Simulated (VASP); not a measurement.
Input of a VASP 6.6.1 run:

Contents of INCAR:

```
PREC = Accurate
ENCUT = 520
EDIFF = 1E-6
ISMEAR = -1
SIGMA = 0.05
LREAL = F
LASPH = T
NELM = 60
ALGO = Fast
ISIF = 2
LWAVE = F
LCHARG = F
GGA = PE
NBANDS = 13
```

KPOINTS

```
regular mesh
0
Gamma
  12 12 12
```

Contents of POSCAR:

```
Ru
1.0
    0.0000000000      1.9021472637      1.9021472637
    1.9021472637      0.0000000000      1.9021472637
    1.9021472637      1.9021472637      0.0000000000
Ru
1
Direct
    0.0000000000      0.0000000000      0.0000000000
```

Potentials or basis: VASP PAW PBE potentials, release 64 (Ru_pv).

Run with:

```sh
$ cat potpaw_PBE.64/Ru_pv/POTCAR > POTCAR
$ mpirun -np 1 vasp_std > vasp.out
```

Task: Predict the pressure.

Result: 1.2 GPa.

Task: What does it give for the band gap on the k mesh?

Result: Zero (band 7 reaches 14.71 eV, above the bottom of band 8 at 11.35 eV).
